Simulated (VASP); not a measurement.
# PtWC3 (Pm-3m) in VASP: a series of runs

The runs below take PtWC3 through relaxation of cell and atoms, single point, with PBE.

All numbers are computed with VASP 6.6.1; they aren't measurements. Logs are shortened: lines on timing, memory, paths and dates and some standing lists are left out, and cuts for length are marked.

**1. The cell of the first run**

The structure is cubic, space group Pm-3m (No. 221). The conventional cell has a = 3.875 Å, b = 3.875 Å, c = 3.875 Å, α = 90.00°, β = 90.00°, γ = 90.00°. Pt (site symmetry m-3m) has 6 C at 1.94 Å within 2.6 Å. Within 3.6 Å of W (site symmetry m-3m) lie 12 C at 2.74 Å and 8 Pt at 3.36 Å. Within 2.6 Å of C (site symmetry 4/mmm) lie 2 Pt at 1.94 Å.

The cell was generated, and may not be a known phase.

**2. Relaxation of cell and atoms, PBE**

The input, INCAR:

```
  PREC = Accurate
  ENCUT = 600
  EDIFF = 1E-7
  ISMEAR = 0
  SIGMA = 0.1
  LREAL = False
  LASPH = True
  NELM = 120
  ALGO = Normal
  ISIF = 3
  LWAVE = False
  LCHARG = False
  GGA = PE
  IBRION = 2
  NSW = 90
  EDIFFG = -0.04
  GGA_COMPAT = False
  NELMIN = 4
```

The input, KPOINTS:

```
Automatic mesh
0
Gamma
  4 4 4
```

The input, POSCAR:

```
PtWC3
1.0
    3.8749227000      0.0000000000      0.0000000000
    0.0000000000      3.8749227000      0.0000000000
    0.0000000000      0.0000000000      3.8749227000
Pt W C
1 1 3
Direct
    0.5000000000      0.5000000000      0.5000000000
    0.0000000000      0.0000000000      0.0000000000
    0.0000000000      0.5000000000      0.5000000000
    0.5000000000      0.0000000000      0.5000000000
    0.5000000000      0.5000000000      0.0000000000
```

Potentials or basis: VASP PAW PBE potentials, release 64 (Pt, W_sv, C).

Command:

```bash
$ cat potpaw_PBE.64/Pt/POTCAR potpaw_PBE.64/W_sv/POTCAR potpaw_PBE.64/C/POTCAR > POTCAR
$ mpirun -np 1 vasp_std > vasp.out
```

OUTCAR:

```text
PREC = Accurate
   ENCUT = 600
   EDIFF = 1E-7
   ISMEAR = 0
   LREAL = False
   LASPH = True
   NELM = 120
   ISIF = 3
   GGA = PE
   IBRION = 2
   NSW = 90
   EDIFFG = -0.04
   NELMIN = 4

 ion  position               nearest neighbor table
   1  0.500  0.500  0.500-   3 1.94   4 1.94   5 1.94   5 1.94   4 1.94   3 1.94   2 3.36   2 3.36
                             2 3.36   2 3.36   2 3.36   2 3.36   2 3.36   2 3.36
   2  0.000  0.000  0.000-   3 2.74   4 2.74   5 2.74   3 2.74   4 2.74   3 2.74   5 2.74   3 2.74
                             4 2.74   5 2.74   4 2.74   5 2.74   1 3.36   1 3.36   1 3.36   1 3.36
   3  0.000  0.500  0.500-   1 1.94   1 1.94   2 2.74   2 2.74   2 2.74   2 2.74
   4  0.500  0.000  0.500-   1 1.94   1 1.94   2 2.74   2 2.74   2 2.74   2 2.74
   5  0.500  0.500  0.000-   1 1.94   1 1.94   2 2.74   2 2.74   2 2.74   2 2.74

  LATTYP: Found a simple cubic cell.
 ALAT       =     3.8749227000

  Lattice vectors:

 A1 = (   3.8749227000,   0.0000000000,   0.0000000000)
 A2 = (   0.0000000000,   3.8749227000,   0.0000000000)
 A3 = (   0.0000000000,   0.0000000000,   3.8749227000)

Analysis of symmetry for initial positions (statically):
=====================================================================
 Subroutine PRICEL returns:
 Original cell was already a primitive cell.

 Routine SETGRP: Setting up the symmetry group for a
 simple cubic supercell.

 Subroutine GETGRP returns: Found 48 space group operations
 (whereof 48 operations were pure point group operations)
 out of a pool of 48 trial point group operations.

The static configuration has the point symmetry O_h .

Analysis of symmetry for dynamics (positions and initial velocities):
=====================================================================
 Subroutine PRICEL returns:
 Original cell was already a primitive cell.

 Routine SETGRP: Setting up the symmetry group for a
 simple cubic supercell.

 Subroutine GETGRP returns: Found 48 space group operations
 (whereof 48 operations were pure point group operations)
 out of a pool of 48 trial point group operations.

The dynamic configuration has the point symmetry O_h .

 Subroutine INISYM returns: Found 48 space group operations
 (whereof 48 operations are pure point group operations),
 and found     1 'primitive' translations

----------------------------------------------------------------------------------------

                                     Primitive cell
[... 72 lines left out ...]
 SYSTEM =  unknown system
   PREC   = accura    normal or accurate (medium, high low for compatibility)
   ISTART =      0    job   : 0-new  1-cont  2-samecut
   ICHARG =      2    charge: 1-file 2-atom 10-const
   ISPIN  =      1    spin polarized calculation?
   LNONCOLLINEAR =      F non collinear calculations
   LSORBIT =      F    spin-orbit coupling
   LASPH  =      T    aspherical Exc in radial PAW
   ENCUT  =  600.0 eV  44.10 Ry    6.64 a.u.   7.74  7.74  7.74*2*pi/ulx,y,z
   NELM   =    120;   NELMIN=  4; NELMDL= -5     # of ELM steps
   EDIFF  = 0.1E-06   stopping-criterion for ELM
   LREAL  =      F    real-space projection
   EDIFFG = -.4E-01   stopping-criterion for IOM
   NSW    =     90    number of steps for IOM
   IBRION =      2    ionic relax: 0-MD 1-quasi-New 2-CG
   NFREE  =      1    steps in history (QN), initial steepest desc. (CG)
   ISIF   =      3    stress and relaxation
   ISYM   =      2    0-nonsym 1-usesym 2-fastsym
   POTIM  = 0.5000    time-step for ionic-motion
   TEBEG  =    0.0;   TEEND  =   0.0 temperature during run
   PSTRESS=    0.0 pullay stress
   NELECT =      36.0000    total number of electrons
   NUPDOWN=      -1.0000    fix difference up-down
   EMIN   =  10.00;   EMAX   =-10.00  energy-range for DOS
   EFERMI =   0.00;   METHOD = LEGACY
   ISMEAR =     0;   SIGMA  =   0.10  broadening in eV -4-tet -1-fermi 0-gaus
   EFERMI_NEDOS =   21; number of points for ismear=-14 and -15
   IALGO  =     38    algorithm
   IMIX   =      4    mixing-type and parameters
     AMIX     =   0.40;   BMIX     =  1.00
     AMIX_MAG =   1.60;   BMIX_MAG =  1.00
  volume/ion in A,a.u.               =      11.64        78.53
  Fermi-wavevector in a.u.,A,eV,Ry     =   1.395016  2.636199 26.477897  1.946071
  Thomas-Fermi vector in A             =   2.518509
   LORBIT       =      0    0 simple, 1 ext, 2 COOP (PROOUT), +10 PAW based schemes
   GGA     = PE    functional components
   LHFCALC =     F    Hartree Fock is set to
   AEXX    =    0.0000 exact exchange contribution
   IVDW    =     0    specifies the selected vdW correction
   LEPSILON=     F    determine dielectric tensor
   LRPA    =     F    only Hartree local field effects (RPA)
 conjugate gradient relaxation of ions
 non-spin polarized calculation
 Gauss-broadening in eV      SIGMA  =   0.10
  energy-cutoff  :      600.00
  volume of cell :       58.18
 maximum number of plane-waves:      1956
 NGX is ok and might be reduce to    32
   NGX = 15   NGY = 15   NGZ = 15

--------------------------------------- Ionic step        1  -------------------------------------------

 number of electron      35.9999998 magnetization

 Free energy of the ion-electron system (eV)
  ---------------------------------------------------
  ext. energy  EPLUGINS =         0.00000000
  ---------------------------------------------------
  free energy    TOTEN  =       -32.63693833 eV

  energy without entropy =      -32.60671668  energy(sigma->0) =      -32.62182750

------------------------ aborting loop because EDIFF is reached ----------------------------------------

  FORCE on cell =-STRESS in cart. coord.  units (eV):
  Direction    XX          YY          ZZ          XY          YZ          ZX
  --------------------------------------------------------------------------------------
  -------------------------------------------------------------------------------------
  Total        3.4757407      3.4757407      3.4757407     -0.0000000      0.0000000     -0.0000000
  in kB       95.7125353     95.7125353     95.7125353     -0.0000000      0.0000000     -0.0000000
  external PRESSURE =      95.7125353 kB  Pullay stress =       0.0000000 kB
[... 65 lines left out ...]
--------------------------------------- Ionic step        3  -------------------------------------------

 number of electron      36.0000006 magnetization

 Free energy of the ion-electron system (eV)
  ---------------------------------------------------
  ext. energy  EPLUGINS =         0.00000000
  ---------------------------------------------------
  free energy    TOTEN  =       -32.70486716 eV

  energy without entropy =      -32.67358410  energy(sigma->0) =      -32.68922563

 E-fermi :   8.0876     XC(G=0): -12.2381

 val. band max:        8.0657331833   @ k =   0.5000   0.2500   0.0000
 cond. band min:       8.0910752478   @ k =   0.5000   0.0000   0.0000
 fundamental gap:      0.0253420645
 Fermi energy:         8.0876384189

 k-point     1 :       0.0000    0.0000    0.0000
  band No.  band energies     occupation
      1     -66.8488      2.00000
      2     -30.9118      2.00000
      3     -30.9118      2.00000
      4     -30.9118      2.00000
      5      -6.2049      2.00000
      6      -3.4865      2.00000
[... 271 lines left out ...]
  FREE ENERGIE OF THE ION-ELECTRON SYSTEM (eV)
  ---------------------------------------------------
  free  energy   TOTEN  =       -32.7048671610 eV

  energy  without entropy=      -32.6735841035  energy(sigma->0) =      -32.68922563

 reached required accuracy - stopping structural energy minimisation
```

OSZICAR:

```text
N       E                     dE             d eps       ncg     rms          rms(c)
DAV:   1     0.291485928092E+03    0.29149E+03   -0.20255E+04   440   0.186E+03
DAV:   2    -0.202226463883E+02   -0.31171E+03   -0.30471E+03   500   0.449E+02
DAV:   3    -0.419566726542E+02   -0.21734E+02   -0.21103E+02   634   0.936E+01
[... 39 lines left out ...]
DAV:   8    -0.327048688230E+02    0.38293E-04   -0.20368E-04   582   0.702E-02    0.136E-02
DAV:   9    -0.327048679658E+02    0.85724E-06   -0.11302E-05   518   0.228E-02    0.498E-03
DAV:  10    -0.327048672819E+02    0.68389E-06   -0.47512E-06   540   0.103E-02    0.244E-03
DAV:  11    -0.327048671655E+02    0.11640E-06   -0.26654E-07   328   0.260E-03    0.932E-04
DAV:  12    -0.327048671610E+02    0.45329E-08   -0.53527E-08   220   0.126E-03
   3 F= -.32704867E+02 E0= -.32689226E+02  d E =-.679288E-01
```

CONTCAR:

```text
PtWC3
   1.00000000000000
     3.9275309981315063    0.0000000000000000   -0.0000000000000000
    -0.0000000000000000    3.9275309981315063    0.0000000000000000
    -0.0000000000000000    0.0000000000000000    3.9275309981315063
  Pt              W               C
     1     1     3
Direct
     0.5000000000000000    0.5000000000000000    0.5000000000000000
     0.0000000000000000    0.0000000000000000    0.0000000000000000
     0.0000000000000000    0.5000000000000000    0.5000000000000000
     0.5000000000000000    0.0000000000000000    0.5000000000000000
     0.5000000000000000    0.5000000000000000    0.0000000000000000

  0.00000000E+00  0.00000000E+00  0.00000000E+00
  0.00000000E+00  0.00000000E+00  0.00000000E+00
  0.00000000E+00  0.00000000E+00  0.00000000E+00
  0.00000000E+00  0.00000000E+00  0.00000000E+00
  0.00000000E+00  0.00000000E+00  0.00000000E+00
```

Wall time 1.7 min (1 thread of Intel Xeon 8259CL, shared host); peak memory 0.2 GiB.

Results:

```
Free energy                           : -32.7049 eV
Relaxed volume                        : 12.12 Å³/atom
Relaxed cell                          : a = 3.928 Å, b = 3.928 Å, c = 3.928 Å, α = 90.00°, β = 90.00°, γ = 90.00°
Space group after relaxing (to 0.1 Å) : Pm-3m (No. 221)
Energy gained by relaxing             : 13.6 meV/atom
Ionic steps                           : 3
Pressure after relaxing               : -0.1 GPa
Band gap on the k mesh                : zero (bands 18 and 19 overlap by 0.80 eV)
```

Step by step:
```
step  energy change (eV)  largest force (eV/Å)  pressure (GPa)  volume (Å³)
   1              0.0000                0.0000            9.57        58.18
   2              0.0692                0.0000          -11.29        64.23
   3             -0.0679                0.0000           -0.13        60.58
```

Final structure:
```yaml
crystal:
  lattice:
    - [3.92753, 0.00000, 0.00000]
    - [0.00000, 3.92753, 0.00000]
    - [0.00000, 0.00000, 3.92753]
  atoms:
    - { symbol: Pt, position: [0.50000, 0.50000, 0.50000] }
    - { symbol: W, position: [0.00000, 0.00000, 0.00000] }
    - { symbol: C, position: [0.00000, 0.50000, 0.50000] }
    - { symbol: C, position: [0.50000, 0.00000, 0.50000] }
    - { symbol: C, position: [0.50000, 0.50000, 0.00000] }
```

Caveat: the k points lie up to 0.40 Å⁻¹ apart in the final cell, too coarse for converged energies and pressures of a metal; spin-orbit coupling is left out, which moves the levels of the heavy elements.

**3. Single point, PBE**

This run uses another cell than the first one, of 12.14 Å³/atom.

The input, INCAR:

```
SYSTEM = PtWC3
ALGO = Fast
EDIFF = 1E-6
ENCUT = 520
GGA = PE
ISIF = 2
ISMEAR = 0
LASPH = .TRUE.
LCHARG = .FALSE.
LREAL = .FALSE.
LWAVE = .FALSE.
NBANDS = 26
NELM = 100
PREC = Accurate
SIGMA = 0.1
```

The input, KPOINTS:

```
k-points
0
G
  10 10 10
  0 0 0
```

Edit POSCAR of step 2 so:

```diff
@@ -2,5 +2,5 @@
 1.0
-    3.8749227000      0.0000000000      0.0000000000
-    0.0000000000      3.8749227000      0.0000000000
-    0.0000000000      0.0000000000      3.8749227000
+    3.9300892716      0.0000000000      0.0000000000
+    0.0000000000      3.9300892716      0.0000000000
+    0.0000000000      0.0000000000      3.9300892716
 Pt W C
```

Potentials or basis: VASP PAW PBE potentials, release 64 (Pt, W_sv, C).

Command:

```bash
$ cat potpaw_PBE.64/Pt/POTCAR potpaw_PBE.64/W_sv/POTCAR potpaw_PBE.64/C/POTCAR > POTCAR
$ mpirun -np 1 vasp_std > vasp.out
```

Run time: 2.4 min. Hardware: 1 thread of Oxide Virtual Turin-like, shared host; peak memory 0.2 GiB.

The run converged. Its results:

| Item | Value |
| --- | --- |
| Free energy | -32.9006 eV |
| Pressure | 0.1 GPa |
| Band gap on the k mesh | zero (bands 18 and 19 overlap by 0.97 eV) |

Levels at points of the mesh, in eV from the Fermi level:
```tsv
k point	band 14	band 15	band 16	band 17	band 18	band 19	band 20	band 21	band 22	band 23
(0.00, 0.00, 0.00)	-1.46	-1.46	-0.14	-0.14	-0.14	0.29	0.29	0.29	0.98	0.98
(0.50, 0.00, 0.00)	-3.40	-2.67	-0.12	-0.12	0.00	0.65	1.08	1.58	1.58	3.15
(0.50, 0.50, 0.00)	-1.45	-1.42	-1.42	-0.54	-0.54	-0.01	0.62	1.00	3.31	3.50
(0.50, 0.50, 0.50)	0.31	0.31	0.31	0.77	0.77	0.79	0.98	0.98	0.98	2.12
```

Caveat: spin-orbit coupling is left out, which moves the levels of the heavy elements.

**4. Relaxation of cell and atoms, PBE**

This run uses another cell than the first one, of 12.11 Å³/atom.

The input, INCAR:

```
PREC     = Accurate       # precision mode
ENCUT    = 600            # plane-wave cutoff, eV
EDIFF    = 1E-6           # SCF threshold, eV
ISMEAR   = 0              # smearing method
SIGMA    = 0.1            # smearing width, eV
LREAL    = False          # projectors in reciprocal space
LASPH    = True           # aspherical terms in the spheres
NELM     = 60             # most SCF steps
ALGO     = Fast           # electronic algorithm
ISIF     = 3              # what is computed and relaxed
LWAVE    = False          # write WAVECAR
LCHARG   = False          # write CHGCAR
GGA      = PE             # functional
IBRION   = 2              # ionic algorithm
NSW      = 100            # ionic steps
EDIFFG   = -0.01          # ionic threshold
```

The input, KPOINTS:

```
Automatic mesh
0
Gamma
  10 10 10
```

Edit POSCAR of step 3 so:

```diff
@@ -2,5 +2,5 @@
 1.0
-    3.9300892716      0.0000000000      0.0000000000
-    0.0000000000      3.9300892716      0.0000000000
-    0.0000000000      0.0000000000      3.9300892716
+    3.9265320746      0.0000000000      0.0000000000
+    0.0000000000      3.9265320746      0.0000000000
+    0.0000000000      0.0000000000      3.9265320746
 Pt W C
```

Command:

```bash
$ cat potpaw_PBE.64/Pt/POTCAR potpaw_PBE.64/W_sv/POTCAR potpaw_PBE.64/C/POTCAR > POTCAR
$ mpirun -np 1 vasp_std > vasp.out
```

It took 4.5 min on 1 thread of Oxide Virtual Turin-like, shared host; peak memory 0.23 GiB.

It converged, with:

| Item | Value |
| --- | --- |
| Free energy | -32.9016 eV |
| Relaxed volume | 12.14 Å³/atom |
| Relaxed cell | a = 3.930 Å, b = 3.930 Å, c = 3.930 Å, α = 90.00°, β = 90.00°, γ = 90.00° |
| Space group after relaxing (to 0.1 Å) | Pm-3m (No. 221) |
| Energy gained by relaxing | 0.1 meV/atom |
| Ionic steps | 3 |
| Pressure after relaxing | 0.0 GPa |
| Band gap on the k mesh | zero (bands 18 and 19 overlap by 0.97 eV) |

The path:
```csv
step,energy change (eV),largest force (eV/Å),pressure (GPa),volume (Å³)
1,0.0000,0.0000,0.58,60.54
2,0.0002,0.0000,-0.77,60.93
3,-0.0003,0.0000,-0.01,60.71
```

Final structure:
```
Pt W C
1.0
     3.93016    0.00000    0.00000
     0.00000    3.93016    0.00000
     0.00000    0.00000    3.93016
Pt W C
1 1 3
Direct
  0.50000 0.50000 0.50000
  0.00000 0.00000 0.00000
  0.00000 0.50000 0.50000
  0.50000 0.00000 0.50000
  0.50000 0.50000 0.00000
```

Levels at points of the mesh, in eV from the Fermi level:
| k point | band 16 | band 17 | band 18 | band 19 | band 20 | band 21 |
| --- | --- | --- | --- | --- | --- | --- |
| (0.00, 0.00, 0.00) | -0.14 | -0.14 | -0.14 | 0.29 | 0.98 | 0.98 |
| (0.50, 0.00, 0.00) | -0.12 | -0.12 | 0.00 | 0.65 | 1.08 | 1.58 |
| (0.50, 0.50, 0.00) | -1.42 | -0.54 | -0.54 | -0.01 | 0.62 | 1.00 |
| (0.50, 0.50, 0.50) | 0.32 | 0.77 | 0.77 | 0.79 | 0.98 | 0.98 |

Caveat: spin-orbit coupling is left out, which moves the levels of the heavy elements.

**5. The runs side by side**

```tsv
task	cell	k mesh	cutoff (eV)	gap on the mesh (eV)	pressure (GPa)	relaxed volume (Å³/atom)
relaxation of cell and atoms	relaxed from a = 3.875 Å, 5 atoms	4 × 4 × 4	600	none	-0.1	12.12
single point	a = 3.930 Å, 5 atoms	10 × 10 × 10	520	none	0.1	-
relaxation of cell and atoms	relaxed from a = 3.927 Å, 5 atoms	10 × 10 × 10	600	none	0.0	12.14
```

Alike in all rows: level PBE; potentials or basis VASP PAW PBE potentials, release 64 (Pt, W_sv, C); no spin polarisation; smearing gaussian 0.1 eV.

Caveats: some runs use coarse meshes; spin-orbit coupling is left out, which moves the levels of the heavy elements.

Absolute energies hang on the potentials; compare differences alone.

The gap in the log of VASP goes by the Fermi energy; the results here count the filled bands.